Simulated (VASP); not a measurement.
Crystal: MnS.

```
Mn S
1.0
     0.00000    2.60450    2.60450
     2.60450    0.00000    2.60450
     2.60450    2.60450    0.00000
Mn S
1 1
Direct
  0.00000 0.00000 0.00000
  0.50000 0.50000 0.50000
```

| Property | Result |
| --- | --- |
| Program | VASP 6.6.1 |
| Task | relaxation of cell and atoms |
| Functional | PBEsol |
| Dispersion | D4 |
| Potentials or basis | VASP PAW PBE potentials, release 64 (Mn_pv, S) |
| Cutoff | 600 eV |
| k mesh | 9 × 9 × 9 |
| Occupations | fermi-dirac, width 0.05 eV |
| Spin | collinear spin, ferromagnetic start |
| Starting moments | [4.0, 0.0] μB |

At the start: pressure -9.1 GPa; volume 17.67 Å³/atom.

**Question.** Where does the relaxation end?

**Answer.** Over 6 steps the energy falls by 109.5 meV/atom and the volume is 14.48 Å³/atom (-18.0 %); space group Fm-3m (No. 225, to 0.1 Å) before and after; moment 3.94 μB per cell.

Step by step:
| step | energy change (eV) | largest force (eV/Å) | pressure (GPa) | volume (Å³) |
| --- | --- | --- | --- | --- |
| 1 | 0.0000 | 0.0000 | -9.11 | 35.33 |
| 2 | -0.1973 | 0.0000 | -4.02 | 30.44 |
| 3 | -0.1696 | 0.0000 | 12.17 | 26.84 |
| 4 | -0.2165 | 0.0000 | -1.73 | 29.43 |
| 5 | -0.2188 | 0.0000 | 0.52 | 28.82 |
| 6 | -0.2190 | 0.0000 | 0.02 | 28.96 |

Final structure:
```cif
data_structure
_symmetry_space_group_name_H-M 'P 1'
_symmetry_Int_Tables_number 1
_cell_length_a 3.4470
_cell_length_b 3.4470
_cell_length_c 3.4470
_cell_angle_alpha 60.000
_cell_angle_beta 60.000
_cell_angle_gamma 60.000
_cell_volume 28.96
loop_
_atom_site_label
_atom_site_type_symbol
_atom_site_fract_x
_atom_site_fract_y
_atom_site_fract_z
_atom_site_occupancy
Mn1 Mn 0.00000 0.00000 0.00000 1
S1 S 0.50000 0.50000 0.50000 1
```

Caveat: the volume moved by over 15 % at a fixed basis, so the end points are rough; the PAW data sets were made with another functional, which shifts forces and pressure a little; a cell with one magnetic atom can't hold antiferromagnetic order, which such compounds often take.
